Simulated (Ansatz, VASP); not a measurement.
## N: VASP beside Ansatz

Contents of POSCAR:

```
N
1.0
    3.6290016496      0.0000000000      0.0000000000
   -1.8145008248      3.1428076190      0.0000000000
    0.0000000000      0.0000000000      5.8900000000
N
2
Direct
    0.3333333333      0.6666666667      0.2500000000
    0.6666666667      0.3333333333      0.7500000000
```

File INCAR.step1:

```
PREC = Accurate
ENCUT = 520
ISMEAR = -1
SIGMA = 0.02
LREAL = False
LASPH = True
NELM = 100
NBANDS = 12
GGA = PE
ALGO = Normal
EDIFF = 1E-4
LWAVE = True
LCHARG = False
```

The input INCAR.step2:

```
PREC = Accurate
ENCUT = 520
EDIFF = 1E-8
ISMEAR = -1
SIGMA = 0.02
LREAL = False
LASPH = True
NELM = 100
ALGO = Normal
ISIF = 2
LWAVE = False
LCHARG = False
METAGGA = R2SCAN
LMIXTAU = True
LEFG = True
NBANDS = 12
ISTART = 1
```

Contents of KPOINTS:

```
Automatic mesh
0
Gamma
  10 10 5
```

Input for Ansatz:

```yaml
crystal:
  lattice:
    - [3.6290016496, 0.0, 0.0]
    - [-1.8145008248, 3.142807619, 0.0]
    - [0.0, 0.0, 5.89]
  atoms:
    - { symbol: "N", position: [0.3333333333, 0.6666666667, 0.25] }
    - { symbol: "N", position: [0.6666666667, 0.3333333333, 0.75] }
kpoints:
  mp_grid: { grid: [10, 10, 5] }
  band_path:
    path:
      - [0.0, 0.0, 0.0]
      - [0.5, 0.0, 0.0]
      - [0.3333333333, 0.3333333333, 0.0]
      - [0.0, 0.0, 0.0]
      - [0.0, 0.0, 0.5]
      - [0.5, 0.0, 0.5]
      - [0.3333333333, 0.3333333333, 0.5]
      - [0.0, 0.0, 0.5]
      - [0.5, 0.0, 0.5]
    npoints: 5
scf:
  occupations: { method: fermi_dirac, width: 0.02 }
hamiltonian:
  xc: r2scan
  pseudopotentials: { kind: paw }
output:
  forces: true
  stress: true
  eigenvalues: true
  efg: { contact_densities: true }
```

Alike in both runs: task electric field gradients; functional r2SCAN; k mesh 10 × 10 × 5; occupations fermi-dirac, width 0.02 eV; no spin polarisation.

```csv
,VASP,Ansatz
version,VASP 6.6.1,Ansatz 0.2.0
potentials or method,"VASP PAW PBE potentials, release 64 (N)","PAW with Ansatz's default frozen-core files, scalar-relativistic"
plane-wave cutoff (eV),520,500
valence electrons in the cell,10,10
```

|  | VASP | Ansatz | Ansatz less VASP |
| --- | --- | --- | --- |
| pressure (GPa) | -8.3 | -8.1 | +0.11 |
| size of Vzz on the site where it differs most (V/Å²) | 0.7 | 0.7 | 0.00 |

VASP's potentials were made for PBE, not for r2SCAN.
